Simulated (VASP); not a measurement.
# InP (I-4m2) in VASP: further runs, part 2 of 2

VASP 6.6.1. The steps go on from the part before.

## Step 3: Single point, r2SCAN (strain -0.0450 x Voigt [0, 0, 1, 0, 0, 0])

File POSCAR:

```
InP
1.0
    0.0000000000      2.9535689347      2.8206583326
    2.9535689347      0.0000000000      2.8206583326
    2.9535689347      2.9535689347      0.0000000000
In P
1 1
Direct
    0.0000000000      0.0000000000      0.0000000000
    0.7500000000      0.7500000000      0.7500000000
```

File INCAR.step1:

```
PREC     = Accurate       # precision mode
ENCUT    = 520            # plane-wave cutoff, eV
ISMEAR   = 0              # smearing method
SIGMA    = 0.05           # smearing width, eV
LREAL    = F              # projectors in reciprocal space
LASPH    = T              # aspherical terms in the spheres
NELM     = 100            # most SCF steps
NBANDS   = 16             # bands
GGA      = PE             # functional
ALGO     = Normal         # electronic algorithm
EDIFF    = 1E-4           # SCF threshold, eV
LWAVE    = T              # write WAVECAR
LCHARG   = F              # write CHGCAR
```

File INCAR.step2:

```
PREC     = Accurate       # precision mode
ENCUT    = 520            # plane-wave cutoff, eV
EDIFF    = 1E-7           # SCF threshold, eV
ISMEAR   = 0              # smearing method
SIGMA    = 0.05           # smearing width, eV
LREAL    = F              # projectors in reciprocal space
LASPH    = T              # aspherical terms in the spheres
NELM     = 100            # most SCF steps
ALGO     = Normal         # electronic algorithm
ISIF     = 2              # what is computed and relaxed
LWAVE    = F              # write WAVECAR
LCHARG   = F              # write CHGCAR
METAGGA  = R2SCAN         # meta-GGA
LMIXTAU  = T            
NBANDS   = 16             # bands
ISTART   = 1
```

File KPOINTS:

```
Automatic mesh
0
Gamma
  8 8 8
```

Potentials or basis: VASP PAW PBE potentials, release 64 (In_d, P).

Run with:

```console
> cat potpaw_PBE.64/In_d/POTCAR potpaw_PBE.64/P/POTCAR > POTCAR
> cp INCAR.step1 INCAR
> mpirun -np 1 vasp_std > vasp.out
> cp INCAR.step2 INCAR
> mpirun -np 1 vasp_std > vasp.out
```

OUTCAR:

```text
PREC = Accurate
   ENCUT = 520
   EDIFF = 1E-7
   ISMEAR = 0
   LREAL = F
   LASPH = T
   NELM = 100
   ISIF = 2
   METAGGA = R2SCAN
   ISTART = 1

 ion  position               nearest neighbor table
   1  0.000  0.000  0.000-   2 2.52   2 2.52   2 2.52   2 2.52
   2  0.750  0.750  0.750-   1 2.52   1 2.52   1 2.52   1 2.52

  LATTYP: Found a body centered tetragonal cell.
 ALAT       =     4.1769772449
 C/A-ratio  =     1.3505739520

  Lattice vectors:

 A1 = (   0.0000000000,  -2.9535689347,  -2.8206583326)
 A2 = (   0.0000000000,   2.9535689347,  -2.8206583326)
 A3 = (   2.9535689347,   0.0000000000,   2.8206583326)

Analysis of symmetry for initial positions (statically):
=====================================================================
 Subroutine PRICEL returns:
 Original cell was already a primitive cell.

 Routine SETGRP: Setting up the symmetry group for a
 body centered tetragonal supercell.

 Subroutine GETGRP returns: Found  8 space group operations
 (whereof  8 operations were pure point group operations)
[... 157 lines left out ...]
  ---------------------------------------------------
  ext. energy  EPLUGINS =         0.00000000
  ---------------------------------------------------
  free energy    TOTEN  =       -32.26539597 eV

  energy without entropy =      -32.26539597  energy(sigma->0) =      -32.26539597

 E-fermi :   5.6377     XC(G=0):  -9.9897

 val. band max:        5.4050510497   @ k =   0.0000   0.0000   0.0000
 cond. band min:       6.5548718439   @ k =   0.0000   0.0000   0.0000
 fundamental gap:      1.1498207942
 Fermi energy:         5.6377291876

 k-point     1 :       0.0000    0.0000    0.0000
  band No.  band energies     occupation
      1      -9.4451      2.00000
      2      -9.4451      2.00000
      3      -9.4258      2.00000
      4      -9.2517      2.00000
      5      -9.2452      2.00000
      6      -6.8930      2.00000
[... 433 lines left out ...]
      3      -9.3810      2.00000
      4      -9.2540      2.00000
      5      -9.2326      2.00000
      6      -5.5387      2.00000
[... 8 lines left out ...]
     15      15.6686      0.00000
     16      16.1415      0.00000

 [... further k-points ...]
[... 5 lines left out ...]
  --------------------------------------------------------------------------------------
  -------------------------------------------------------------------------------------
  Total        0.8266881      0.8266881      1.3772829      0.0000000      0.0000000      0.0000000
  in kB       26.9139577     26.9139577     44.8393227      0.0000000      0.0000000      0.0000000
  external PRESSURE =      32.8890794 kB  Pullay stress =       0.0000000 kB

 VOLUME and BASIS-vectors are now :
 -----------------------------------------------------------------------------
  energy-cutoff  :      520.00
  volume of cell :       49.21
      direct lattice vectors                 reciprocal lattice vectors
     0.000000000  2.953568935  2.820658333    -0.169286721  0.169286721  0.177263582
     2.953568935  0.000000000  2.820658333     0.169286721 -0.169286721  0.177263582
     2.953568935  2.953568935  0.000000000     0.169286721  0.169286721 -0.177263582

 POSITION                                       TOTAL-FORCE (eV/Angst)
 -----------------------------------------------------------------------------------
      0.00000      0.00000      0.00000         0.000000      0.000000      0.000000
      4.43035      4.43035      4.23099        -0.000000     -0.000000      0.000000
 -----------------------------------------------------------------------------------
    total drift:                               -0.000014     -0.000014     -0.000045

  FREE ENERGIE OF THE ION-ELECTRON SYSTEM (eV)
  ---------------------------------------------------
  free  energy   TOTEN  =       -32.2653959730 eV

  energy  without entropy=      -32.2653959730  energy(sigma->0) =      -32.26539597
```

OSZICAR.step1:

```text
N       E                     dE             d eps       ncg     rms          rms(c)
DAV:   1     0.113387896444E+03    0.11339E+03   -0.85573E+03  1896   0.127E+03
DAV:   2    -0.133082477161E+01   -0.11472E+03   -0.10993E+03  2064   0.299E+02
DAV:   3    -0.858278230373E+01   -0.72520E+01   -0.72183E+01  2496   0.744E+01
DAV:   4    -0.876851009035E+01   -0.18573E+00   -0.18567E+00  2400   0.127E+01
DAV:   5    -0.877717375759E+01   -0.86637E-02   -0.86635E-02  2896   0.235E+00    0.590E+00
DAV:   6    -0.837469689898E+01    0.40248E+00   -0.62440E-01  3024   0.132E+01    0.354E+00
DAV:   7    -0.834262904743E+01    0.32068E-01   -0.16988E-01  2776   0.337E+00    0.128E+00
DAV:   8    -0.834284094164E+01   -0.21189E-03   -0.16695E-02  2432   0.154E+00    0.361E-01
DAV:   9    -0.834344143141E+01   -0.60049E-03   -0.13398E-03  2456   0.385E-01    0.164E-01
DAV:  10    -0.834358416527E+01   -0.14273E-03   -0.25045E-04  2376   0.228E-01    0.985E-02
DAV:  11    -0.834365752161E+01   -0.73356E-04   -0.13640E-04  2232   0.111E-01
   1 F= -.83436575E+01 E0= -.83436575E+01  d E =-.780028E-18
```

Run time: 2.9 min. Hardware: 1 thread of Intel Xeon Platinum 8488C (Sapphire Rapids), shared host; peak memory 0.2 GiB.

Results:

```
Free energy            : -32.2654 eV
Pressure               : 3.3 GPa
Band gap on the k mesh : 1.15 eV, direct
```

Caveat: the cell differs from its parent crystal (strain -0.0450 x Voigt [0, 0, 1, 0, 0, 0]); the PAW data sets were made with another functional, which shifts forces and pressure a little; spin-orbit coupling is left out, which moves the levels of the heavy elements.

## Step 4: Single point, r2SCAN (strain -0.0300 x Voigt [0, 0, 1, 0, 0, 0])

File POSCAR:

```
InP
1.0
    0.0000000000      2.9535689347      2.8649618667
    2.9535689347      0.0000000000      2.8649618667
    2.9535689347      2.9535689347      0.0000000000
In P
1 1
Direct
    0.0000000000      0.0000000000      0.0000000000
    0.7500000000      0.7500000000      0.7500000000
```

File INCAR.step1:

```
SYSTEM = InP
  PREC = Accurate
  ENCUT = 520
  ISMEAR = 0
  SIGMA = 0.05
  LREAL = .FALSE.
  LASPH = .TRUE.
  NELM = 60
  NBANDS = 16
  GGA = PE
  ALGO = Normal
  EDIFF = 1E-4
  LWAVE = .TRUE.
  LCHARG = .FALSE.
```

File INCAR.step2:

```
SYSTEM = InP
  PREC = Accurate
  ENCUT = 520
  EDIFF = 1E-6
  ISMEAR = 0
  SIGMA = 0.05
  LREAL = .FALSE.
  LASPH = .TRUE.
  NELM = 60
  ALGO = Normal
  ISIF = 2
  LWAVE = .FALSE.
  LCHARG = .FALSE.
  METAGGA = R2SCAN
  LMIXTAU = .TRUE.
  NBANDS = 16
  ISTART = 1
```

File KPOINTS:

```
regular mesh
0
G
  8 8 8
  0 0 0
```

Potentials or basis: VASP PAW PBE potentials, release 64 (In_d, P).

Run with:

```console
> cat potpaw_PBE.64/In_d/POTCAR potpaw_PBE.64/P/POTCAR > POTCAR
> cp INCAR.step1 INCAR
> mpirun -np 1 vasp_std > vasp.out
> cp INCAR.step2 INCAR
> mpirun -np 1 vasp_std > vasp.out
```

OUTCAR:

```text
SYSTEM = InP
   PREC = Accurate
   ENCUT = 520
   EDIFF = 1E-6
   ISMEAR = 0
   LREAL = .FALSE.
   LASPH = .TRUE.
   NELM = 60
   ISIF = 2
   METAGGA = R2SCAN
   ISTART = 1

 ion  position               nearest neighbor table
   1  0.000  0.000  0.000-   2 2.53   2 2.53   2 2.53   2 2.53
   2  0.750  0.750  0.750-   1 2.53   1 2.53   1 2.53   1 2.53

  LATTYP: Found a body centered tetragonal cell.
 ALAT       =     4.1769772449
 C/A-ratio  =     1.3717871555

  Lattice vectors:

 A1 = (   0.0000000000,  -2.9535689347,  -2.8649618667)
 A2 = (   0.0000000000,   2.9535689347,  -2.8649618667)
 A3 = (   2.9535689347,   0.0000000000,   2.8649618667)

Analysis of symmetry for initial positions (statically):
=====================================================================
 Subroutine PRICEL returns:
 Original cell was already a primitive cell.

 Routine SETGRP: Setting up the symmetry group for a
 body centered tetragonal supercell.

 Subroutine GETGRP returns: Found  8 space group operations
 (whereof  8 operations were pure point group operations)
 out of a pool of 16 trial point group operations.

The static configuration has the point symmetry D_2d.

Analysis of symmetry for dynamics (positions and initial velocities):
=====================================================================
 Subroutine PRICEL returns:
 Original cell was already a primitive cell.

 Routine SETGRP: Setting up the symmetry group for a
 body centered tetragonal supercell.

 Subroutine GETGRP returns: Found  8 space group operations
 (whereof  8 operations were pure point group operations)
 out of a pool of 16 trial point group operations.

The dynamic configuration has the point symmetry D_2d.

 Subroutine INISYM returns: Found  8 space group operations
 (whereof  8 operations are pure point group operations),
 and found     1 'primitive' translations

[... 106 lines left out ...]
   NUPDOWN=      -1.0000    fix difference up-down
   EMIN   =  10.00;   EMAX   =-10.00  energy-range for DOS
   EFERMI =   0.00;   METHOD = LEGACY
   ISMEAR =     0;   SIGMA  =   0.05  broadening in eV -4-tet -1-fermi 0-gaus
   EFERMI_NEDOS =   21; number of points for ismear=-14 and -15
   IALGO  =     38    algorithm
   IMIX   =      4    mixing-type and parameters
     AMIX     =   0.40;   BMIX     =  1.00
     AMIX_MAG =   1.60;   BMIX_MAG =  1.00
  volume/ion in A,a.u.               =      24.99       168.66
  Fermi-wavevector in a.u.,A,eV,Ry     =   1.164710  2.200984 18.456990  1.356550
  Thomas-Fermi vector in A             =   2.301245
   LORBIT       =      0    0 simple, 1 ext, 2 COOP (PROOUT), +10 PAW based schemes
   METAGGA = R2SCAN    functional components
   LHFCALC =     F    Hartree Fock is set to
   AEXX    =    0.0000 exact exchange contribution
   IVDW    =     0    specifies the selected vdW correction
   LEPSILON=     F    determine dielectric tensor
   LRPA    =     F    only Hartree local field effects (RPA)
 non-spin polarized calculation
 Gauss-broadening in eV      SIGMA  =   0.05
  energy-cutoff  :      520.00
  volume of cell :       49.99
 maximum number of plane-waves:      1371
   NGX = 15   NGY = 15   NGZ = 15

 number of electron      18.0000003 magnetization

 Free energy of the ion-electron system (eV)
  ---------------------------------------------------
  ext. energy  EPLUGINS =         0.00000000
  ---------------------------------------------------
  free energy    TOTEN  =       -32.28349702 eV

  energy without entropy =      -32.28349702  energy(sigma->0) =      -32.28349702

 E-fermi :   5.4350     XC(G=0):  -9.9150

 val. band max:        5.1842151592   @ k =   0.0000   0.0000   0.0000
 cond. band min:       6.2942251381   @ k =   0.0000   0.0000   0.0000
 fundamental gap:      1.1100099788
 Fermi energy:         5.4349805144

 k-point     1 :       0.0000    0.0000    0.0000
  band No.  band energies     occupation
      1      -9.5851      2.00000
      2      -9.5851      2.00000
      3      -9.5722      2.00000
      4      -9.4006      2.00000
      5      -9.3961      2.00000
      6      -6.9585      2.00000
[... 433 lines left out ...]
      3      -9.5272      2.00000
      4      -9.4038      2.00000
      5      -9.3836      2.00000
      6      -5.6340      2.00000
[... 8 lines left out ...]
     15      15.5337      0.00000
     16      15.8478      0.00000

 [... further k-points ...]
[... 5 lines left out ...]
  --------------------------------------------------------------------------------------
  -------------------------------------------------------------------------------------
  Total        0.5197414      0.5197414      0.9106563      0.0000000     -0.0000000      0.0000000
  in kB       16.6592275     16.6592275     29.1891893      0.0000000     -0.0000000      0.0000000
  external PRESSURE =      20.8358815 kB  Pullay stress =       0.0000000 kB

 VOLUME and BASIS-vectors are now :
 -----------------------------------------------------------------------------
  energy-cutoff  :      520.00
  volume of cell :       49.99
      direct lattice vectors                 reciprocal lattice vectors
     0.000000000  2.953568935  2.864961867    -0.169286721  0.169286721  0.174522393
     2.953568935  0.000000000  2.864961867     0.169286721 -0.169286721  0.174522393
     2.953568935  2.953568935  0.000000000     0.169286721  0.169286721 -0.174522393

 POSITION                                       TOTAL-FORCE (eV/Angst)
 -----------------------------------------------------------------------------------
      0.00000      0.00000      0.00000        -0.000000     -0.000000      0.000000
      4.43035      4.43035      4.29744         0.000000      0.000000     -0.000000
 -----------------------------------------------------------------------------------
    total drift:                               -0.000001     -0.000001      0.000008

  FREE ENERGIE OF THE ION-ELECTRON SYSTEM (eV)
  ---------------------------------------------------
  free  energy   TOTEN  =       -32.2834970193 eV

  energy  without entropy=      -32.2834970193  energy(sigma->0) =      -32.28349702
```

Wall time 1.9 min (1 thread of Intel Xeon Platinum 8488C (Sapphire Rapids), shared host); peak memory 0.21 GiB.

Results:

- Free energy: -32.2835 eV
- Pressure: 2.1 GPa
- Band gap on the k mesh: 1.11 eV, direct

Caveat: the cell differs from its parent crystal (strain -0.0300 x Voigt [0, 0, 1, 0, 0, 0]); the PAW data sets were made with another functional, which shifts forces and pressure a little; spin-orbit coupling is left out, which moves the levels of the heavy elements.

## Step 5: The runs side by side

| cell | gap on the mesh (eV) | pressure (GPa) |
| --- | --- | --- |
| a = 4.054, b = 4.054, c = 4.177 Å, angles 59.0, 59.0, 62.0°, 2 atoms | 1.19 | 4.6 |
| a = 4.084, b = 4.084, c = 4.177 Å, angles 59.2, 59.2, 61.5°, 2 atoms | 1.15 | 3.3 |
| a = 4.115, b = 4.115, c = 4.177 Å, angles 59.5, 59.5, 61.0°, 2 atoms | 1.11 | 2.1 |

Alike in all rows: task single point; level r2SCAN; potentials or basis VASP PAW PBE potentials, release 64 (In_d, P); no spin polarisation; k mesh 8 × 8 × 8; cutoff (eV) 520; smearing gaussian 0.05 eV.

Caveats: the PAW data sets were made with another functional, which shifts forces and pressure a little; spin-orbit coupling is left out, which moves the levels of the heavy elements.

Total energies depend on the potentials used, so only differences within one code and one set of settings carry meaning.
